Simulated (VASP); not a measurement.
# Zr7Cl (Im-3m) in VASP: notebook

Runs on Zr7Cl. Level: PBE. Tasks: single point.

Program: VASP 6.6.1. These are calculated values, not measurements. Logs are shortened: lines on timing, memory, paths and dates and some standing lists are left out, and cuts for length are marked.

## (1) The cell of the first run

Symmetry: Im-3m, No. 229, cubic system. The conventional cell has a = 6.704 Å, b = 6.704 Å, c = 6.704 Å, α = 90.00°, β = 90.00°, γ = 90.00°. Within 3.8 Å of Zr (site symmetry 4/mmm) lie 12 Zr at 2.90 to 3.35 Å and 2 Cl at 3.35 Å. Zr (site symmetry -3m) has 12 Zr at 2.90 to 3.35 Å and 2 Cl at 2.90 Å within 3.8 Å. Cl (site symmetry m-3m) has 14 Zr at 2.90 to 3.35 Å within 3.8 Å.

The cell was built from a structure type or drawn by symmetry, and may not be a known phase.

## (2) Single point, PBE

Input file INCAR:

```
ALGO = Normal
EDIFF = 1E-6
ENCUT = 520
GGA = PE
ISIF = 2
ISMEAR = 0
LASPH = True
LCHARG = False
LREAL = False
LWAVE = False
NBANDS = 56
NELM = 80
PREC = Accurate
SIGMA = 0.1
```

Input file KPOINTS:

```
k-points
0
Gamma
  4 4 4
```

Input file POSCAR:

```
Zr7Cl
1.0
   -3.3520002200      3.3520002200      3.3520002200
    3.3520002200     -3.3520002200      3.3520002200
    3.3520002200      3.3520002200     -3.3520002200
Zr Cl
7 1
Direct
    0.0000000000      0.5000000000      0.5000000000
    0.5000000000      0.5000000000      0.0000000000
    0.5000000000      0.0000000000      0.5000000000
    0.0000000000      0.0000000000      0.5000000000
    0.0000000000      0.5000000000      0.0000000000
    0.5000000000      0.0000000000      0.0000000000
    0.5000000000      0.5000000000      0.5000000000
    0.0000000000      0.0000000000      0.0000000000
```

Potentials or basis: VASP PAW PBE potentials, release 64 (Zr_sv, Cl).

Launch:

```sh
> cat potpaw_PBE.64/Zr_sv/POTCAR potpaw_PBE.64/Cl/POTCAR > POTCAR
> mpirun -np 1 vasp_std > vasp.out
```

OUTCAR:

```text
EDIFF = 1E-6
   ENCUT = 520
   GGA = PE
   ISIF = 2
   ISMEAR = 0
   LASPH = True
   LREAL = False
   NELM = 80
   PREC = Accurate

 ion  position               nearest neighbor table
   1  0.000  0.500  0.500-   4 2.90   5 2.90   6 2.90   7 2.90   5 2.90   4 2.90   7 2.90   6 2.90
                             2 3.35   2 3.35   3 3.35   3 3.35
   2  0.500  0.500  0.000-   4 2.90   5 2.90   6 2.90   7 2.90   7 2.90   6 2.90   5 2.90   4 2.90
                             3 3.35   1 3.35   1 3.35   3 3.35
   3  0.500  0.000  0.500-   4 2.90   5 2.90   6 2.90   7 2.90   6 2.90   7 2.90   4 2.90   5 2.90
                             2 3.35   1 3.35   1 3.35   2 3.35
   4  0.000  0.000  0.500-   1 2.90   2 2.90   3 2.90   8 2.90   8 2.90   1 2.90   3 2.90   2 2.90
                             7 3.35   5 3.35   5 3.35   6 3.35   7 3.35   6 3.35
   5  0.000  0.500  0.000-   1 2.90   2 2.90   3 2.90   8 2.90   1 2.90   8 2.90   2 2.90   3 2.90
                             7 3.35   4 3.35   4 3.35   7 3.35   6 3.35   6 3.35
   6  0.500  0.000  0.000-   1 2.90   2 2.90   3 2.90   8 2.90   3 2.90   2 2.90   8 2.90   1 2.90
                             7 3.35   7 3.35   4 3.35   4 3.35   5 3.35   5 3.35
   7  0.500  0.500  0.500-   1 2.90   2 2.90   3 2.90   8 2.90   2 2.90   3 2.90   1 2.90   8 2.90
                             6 3.35   6 3.35   4 3.35   5 3.35   4 3.35   5 3.35
   8  0.000  0.000  0.000-   4 2.90   5 2.90   6 2.90   7 2.90   4 2.90   5 2.90   6 2.90   7 2.90

  LATTYP: Found a body centered cubic cell.
 ALAT       =     6.7040004400

  Lattice vectors:

 A1 = (  -3.3520002200,   3.3520002200,   3.3520002200)
 A2 = (   3.3520002200,  -3.3520002200,   3.3520002200)
 A3 = (   3.3520002200,   3.3520002200,  -3.3520002200)

Analysis of symmetry for initial positions (statically):
=====================================================================
 Subroutine PRICEL returns:
 Original cell was already a primitive cell.

 Routine SETGRP: Setting up the symmetry group for a
 body centered cubic supercell.

 Subroutine GETGRP returns: Found 48 space group operations
 (whereof 48 operations were pure point group operations)
 out of a pool of 48 trial point group operations.

The static configuration has the point symmetry O_h .

Analysis of symmetry for dynamics (positions and initial velocities):
=====================================================================
 Subroutine PRICEL returns:
 Original cell was already a primitive cell.

 Routine SETGRP: Setting up the symmetry group for a
 body centered cubic supercell.

 Subroutine GETGRP returns: Found 48 space group operations
 (whereof 48 operations were pure point group operations)
 out of a pool of 48 trial point group operations.

The dynamic configuration has the point symmetry O_h .

 Subroutine INISYM returns: Found 48 space group operations
 (whereof 48 operations are pure point group operations),
 and found     1 'primitive' translations

----------------------------------------------------------------------------------------

                                     Primitive cell

  volume of cell :     150.6510

  direct lattice vectors                    reciprocal lattice vectors
    -3.352000220  3.352000220  3.352000220     0.000000000  0.149164668  0.149164668
     3.352000220 -3.352000220  3.352000220     0.149164668  0.000000000  0.149164668
     3.352000220  3.352000220 -3.352000220     0.149164668  0.149164668  0.000000000

  length of vectors
     5.805834688  5.805834688  5.805834688     0.210950697  0.210950697  0.210950697

  position of ions in fractional coordinates (direct lattice)
     0.000000000  0.500000000  0.500000000
     0.500000000  0.500000000  0.000000000
     0.500000000  0.000000000  0.500000000
     0.000000000  0.000000000  0.500000000
     0.000000000  0.500000000  0.000000000
     0.500000000  0.000000000  0.000000000
     0.500000000  0.500000000  0.500000000
     0.000000000  0.000000000  0.000000000

  ion indices of the primitive-cell ions
   primitive index   ion index
                 1           1
                 2           2
                 3           3
                 4           4
                 5           5
                 6           6
                 7           7
                 8           8

----------------------------------------------------------------------------------------

 KPOINTS: k-points

Automatic generation of k-mesh.
 Grid dimensions read from file:
 generate k-points for:    4    4    4

 Generating k-lattice:

  Cartesian coordinates                     Fractional coordinates (reciprocal lattice)
     0.000000000  0.037291167  0.037291167     0.250000000  0.000000000  0.000000000
     0.037291167  0.000000000  0.037291167     0.000000000  0.250000000  0.000000000
     0.037291167  0.037291167  0.000000000     0.000000000  0.000000000  0.250000000

  Length of vectors
     0.052737674  0.052737674  0.052737674

  Shift w.r.t. Gamma in fractional coordinates (k-lattice)
     0.000000000  0.000000000  0.000000000

 Subroutine IBZKPT returns following result:
 ===========================================

 Found      8 irreducible k-points:

 Following reciprocal coordinates:
            Coordinates               Weight
  0.000000  0.000000  0.000000      1.000000
  0.250000  0.000000  0.000000     12.000000
  0.500000  0.000000  0.000000      6.000000
  0.250000  0.250000  0.000000     24.000000
  0.250000  0.250000  0.250000      2.000000
 -0.250000  0.250000  0.250000      6.000000
  0.500000  0.500000  0.250000     12.000000
  0.500000  0.500000  0.500000      1.000000
   k-points           NKPTS =      8   k-points in BZ     NKDIM =      8   number of bands    NBANDS=     56
   number of dos      NEDOS =    301   number of ions     NIONS =      8
   total plane-waves  NPLWV = 110592
   dimension x,y,z NGX =    48 NGY =   48 NGZ =   48
   dimension x,y,z NGXF=    96 NGYF=   96 NGZF=   96
   ions per type =               7   1
   NGX,Y,Z   is equivalent  to a cutoff of  13.74, 13.74, 13.74 a.u.
   NGXF,Y,Z  is equivalent  to a cutoff of  27.49, 27.49, 27.49 a.u.
 SYSTEM =  unknown system
   PREC   = accura    normal or accurate (medium, high low for compatibility)
   ISTART =      0    job   : 0-new  1-cont  2-samecut
   ICHARG =      2    charge: 1-file 2-atom 10-const
   ISPIN  =      1    spin polarized calculation?
   LNONCOLLINEAR =      F non collinear calculations
   LSORBIT =      F    spin-orbit coupling
   LASPH  =      T    aspherical Exc in radial PAW
   ENCUT  =  520.0 eV  38.22 Ry    6.18 a.u.  10.80 10.80 10.80*2*pi/ulx,y,z
   NELM   =     80;   NELMIN=  2; NELMDL= -5     # of ELM steps
   EDIFF  = 0.1E-05   stopping-criterion for ELM
   LREAL  =      F    real-space projection
   EDIFFG = 0.1E-04   stopping-criterion for IOM
   NSW    =      0    number of steps for IOM
   IBRION =     -1    ionic relax: 0-MD 1-quasi-New 2-CG
   NFREE  =      0    steps in history (QN), initial steepest desc. (CG)
   ISIF   =      2    stress and relaxation
   ISYM   =      2    0-nonsym 1-usesym 2-fastsym
   POTIM  = 0.5000    time-step for ionic-motion
   TEBEG  =    0.0;   TEEND  =   0.0 temperature during run
   PSTRESS=    0.0 pullay stress
   NELECT =      91.0000    total number of electrons
   NUPDOWN=      -1.0000    fix difference up-down
   EMIN   =  10.00;   EMAX   =-10.00  energy-range for DOS
   EFERMI =   0.00;   METHOD = LEGACY
   ISMEAR =     0;   SIGMA  =   0.10  broadening in eV -4-tet -1-fermi 0-gaus
   EFERMI_NEDOS =   21; number of points for ismear=-14 and -15
   IALGO  =     38    algorithm
   IMIX   =      4    mixing-type and parameters
     AMIX     =   0.40;   BMIX     =  1.00
     AMIX_MAG =   1.60;   BMIX_MAG =  1.00
  volume/ion in A,a.u.               =      18.83       127.08
  Fermi-wavevector in a.u.,A,eV,Ry     =   1.383878  2.615151 26.056781  1.915119
  Thomas-Fermi vector in A             =   2.508435
   LORBIT       =      0    0 simple, 1 ext, 2 COOP (PROOUT), +10 PAW based schemes
   GGA     = PE    functional components
   LHFCALC =     F    Hartree Fock is set to
   AEXX    =    0.0000 exact exchange contribution
   IVDW    =     0    specifies the selected vdW correction
   LEPSILON=     F    determine dielectric tensor
   LRPA    =     F    only Hartree local field effects (RPA)
 non-spin polarized calculation
 Gauss-broadening in eV      SIGMA  =   0.10
  energy-cutoff  :      520.00
  volume of cell :      150.65
 maximum number of plane-waves:      4124
 NGX is ok and might be reduce to    48
   NGX = 21   NGY = 21   NGZ = 21

 number of electron      90.9999999 magnetization

 Free energy of the ion-electron system (eV)
  ---------------------------------------------------
  ext. energy  EPLUGINS =         0.00000000
  ---------------------------------------------------
  free energy    TOTEN  =       -58.71869601 eV

  energy without entropy =      -58.67713848  energy(sigma->0) =      -58.69791724

 E-fermi :  10.9444     XC(G=0): -11.8516

 val. band max:       10.9155769311   @ k =   0.2500   0.2500   0.2500
 cond. band min:      10.9603082704   @ k =   0.5000   0.5000   0.2500
 fundamental gap:      0.0447313393
 Fermi energy:        10.9444482613

 k-point     1 :       0.0000    0.0000    0.0000
  band No.  band energies     occupation
      1     -37.3899      2.00000
      2     -37.2075      2.00000
      3     -37.2075      2.00000
      4     -37.2075      2.00000
      5     -36.8264      2.00000
      6     -36.8264      2.00000
[... 48 lines left out ...]
     55      15.2206      0.00000
     56      15.6031      0.00000

 k-point     2 :       0.2500    0.0000    0.0000
  band No.  band energies     occupation
      1     -37.3546      2.00000
      2     -37.2201      2.00000
      3     -37.2078      2.00000
      4     -37.2077      2.00000
      5     -36.8296      2.00000
      6     -36.8268      2.00000
[... 48 lines left out ...]
     55      14.1640      0.00000
     56      14.2201      0.00000

 k-point     3 :       0.5000    0.0000    0.0000
  band No.  band energies     occupation
      1     -37.2880      2.00000
      2     -37.2644      2.00000
      3     -37.2081      2.00000
      4     -37.2080      2.00000
      5     -36.8272      2.00000
      6     -36.8161      2.00000
[... 48 lines left out ...]
     55      12.9528      0.00000
     56      13.6042      0.00000

 k-point     4 :       0.2500    0.2500    0.0000
  band No.  band energies     occupation
      1     -37.2992      2.00000
      2     -37.2370      2.00000
      3     -37.2288      2.00000
      4     -37.2032      2.00000
      5     -36.8286      2.00000
      6     -36.8219      2.00000
[... 48 lines left out ...]
     55      13.0459      0.00000
     56      13.9452      0.00000

 k-point     5 :       0.2500    0.2500    0.2500
  band No.  band energies     occupation
      1     -37.2497      2.00000
      2     -37.2497      2.00000
      3     -37.2497      2.00000
      4     -37.2238      2.00000
      5     -36.8151      2.00000
      6     -36.8151      2.00000
[... 48 lines left out ...]
     55      12.8582      0.00000
     56      12.8582      0.00000

 k-point     6 :      -0.2500    0.2500    0.2500
  band No.  band energies     occupation
      1     -37.3230      2.00000
      2     -37.2234      2.00000
      3     -37.2234      2.00000
      4     -37.1926      2.00000
      5     -36.8430      2.00000
      6     -36.8233      2.00000
[... 48 lines left out ...]
     55      13.5374      0.00000
     56      13.6628      0.00000

 k-point     7 :       0.5000    0.5000    0.2500
  band No.  band energies     occupation
      1     -37.2651      2.00000
      2     -37.2522      2.00000
      3     -37.2300      2.00000
      4     -37.1865      2.00000
      5     -36.8441      2.00000
      6     -36.8314      2.00000
[... 48 lines left out ...]
     55      13.1438      0.00000
     56      13.1673      0.00000

 k-point     8 :       0.5000    0.5000    0.5000
  band No.  band energies     occupation
      1     -37.2392      2.00000
      2     -37.2392      2.00000
      3     -37.2392      2.00000
      4     -37.1778      2.00000
      5     -36.8595      2.00000
      6     -36.8595      2.00000
[... 48 lines left out ...]
     55      12.6410      0.00000
     56      12.6410      0.00000

------------------------ aborting loop because EDIFF is reached ----------------------------------------

  FORCE on cell =-STRESS in cart. coord.  units (eV):
  Direction    XX          YY          ZZ          XY          YZ          ZX
  --------------------------------------------------------------------------------------
  -------------------------------------------------------------------------------------
  Total       15.9249115     15.9249115     15.9249115     -0.0000000     -0.0000000      0.0000000
  in kB      169.3618167    169.3618167    169.3618167     -0.0000000     -0.0000000      0.0000000
  external PRESSURE =     169.3618167 kB  Pullay stress =       0.0000000 kB

 VOLUME and BASIS-vectors are now :
 -----------------------------------------------------------------------------
  energy-cutoff  :      520.00
  volume of cell :      150.65
      direct lattice vectors                 reciprocal lattice vectors
    -3.352000220  3.352000220  3.352000220     0.000000000  0.149164668  0.149164668
     3.352000220 -3.352000220  3.352000220     0.149164668  0.000000000  0.149164668
     3.352000220  3.352000220 -3.352000220     0.149164668  0.149164668  0.000000000

 POSITION                                       TOTAL-FORCE (eV/Angst)
 -----------------------------------------------------------------------------------
      3.35200      0.00000      0.00000        -0.000000      0.000000      0.000000
      0.00000      0.00000      3.35200         0.000000     -0.000000      0.000000
      0.00000      3.35200      0.00000         0.000000     -0.000000     -0.000000
      1.67600      1.67600     -1.67600         0.000000     -0.000000      0.000000
      1.67600     -1.67600      1.67600        -0.000000      0.000000     -0.000000
     -1.67600      1.67600      1.67600         0.000000      0.000000     -0.000000
      1.67600      1.67600      1.67600        -0.000000     -0.000000     -0.000000
      0.00000      0.00000      0.00000         0.000000      0.000000     -0.000000
 -----------------------------------------------------------------------------------
    total drift:                                0.000000      0.000000     -0.000000

  FREE ENERGIE OF THE ION-ELECTRON SYSTEM (eV)
  ---------------------------------------------------
  free  energy   TOTEN  =       -58.7186960097 eV

  energy  without entropy=      -58.6771384779  energy(sigma->0) =      -58.69791724
```

It took 3.2 min on 1 thread of Intel Xeon 8259CL, shared host; peak memory 0.33 GiB.

Results:

* Free energy: -58.7187 eV
* Pressure: 16.9 GPa
* Band gap on the k mesh: zero (an odd number of electrons rules out a gap without spin polarisation)

Caveat: the cell stands under pressure; an odd number of electrons without spin polarisation forces a metal; a magnetic or distorted state may lie lower.

## (3) Single point, PBE

This run uses another cell than the first one, of 22.44 Å³/atom.

Input file INCAR:

```
ALGO     = Normal         # electronic algorithm
EDIFF    = 1E-6           # SCF threshold, eV
ENCUT    = 520            # plane-wave cutoff, eV
GGA      = PE             # functional
ISIF     = 2              # what is computed and relaxed
ISMEAR   = 0              # smearing method
LASPH    = T              # aspherical terms in the spheres
LCHARG   = F              # write CHGCAR
LREAL    = F              # projectors in reciprocal space
LWAVE    = F              # write WAVECAR
NBANDS   = 56             # bands
NELM     = 60             # most SCF steps
PREC     = Accurate       # precision mode
SIGMA    = 0.1            # smearing width, eV
```

KPOINTS is that of step 2.

Edit POSCAR of step 2 so:

```diff
@@ -2,5 +2,5 @@
 1.0
-   -3.3520002200      3.3520002200      3.3520002200
-    3.3520002200     -3.3520002200      3.3520002200
-    3.3520002200      3.3520002200     -3.3520002200
+   -3.5537264628      3.5537264628      3.5537264628
+    3.5537264628     -3.5537264628      3.5537264628
+    3.5537264628      3.5537264628     -3.5537264628
 Zr Cl
```

Potentials or basis: VASP PAW PBE potentials, release 64 (Zr_sv, Cl).

Launch:

```sh
> cat potpaw_PBE.64/Zr_sv/POTCAR potpaw_PBE.64/Cl/POTCAR > POTCAR
> mpirun -np 1 vasp_std > vasp.out
```

Run time: 3.5 min. Hardware: 1 thread of Intel Xeon 8259CL, shared host; peak memory 0.34 GiB.

It converged, with:

- Free energy: -60.0828 eV
- Pressure: 0.1 GPa
- Band gap on the k mesh: zero (an odd number of electrons rules out a gap without spin polarisation)

Levels at points of the mesh, in eV from the Fermi level:
```
           k point  band 43  band 44  band 45  band 46  band 47  band 48
(0.00, 0.00, 0.00)    -0.85    -0.85    -0.04    -0.04    -0.04     1.73
(0.50, 0.00, 0.00)    -0.30    -0.07    -0.07    -0.06    -0.02    -0.02
(0.50, 0.50, 0.50)    -0.23    -0.23    -0.21     0.34     0.34     0.34
```

Caveat: an odd number of electrons without spin polarisation forces a metal; a magnetic or distorted state may lie lower.
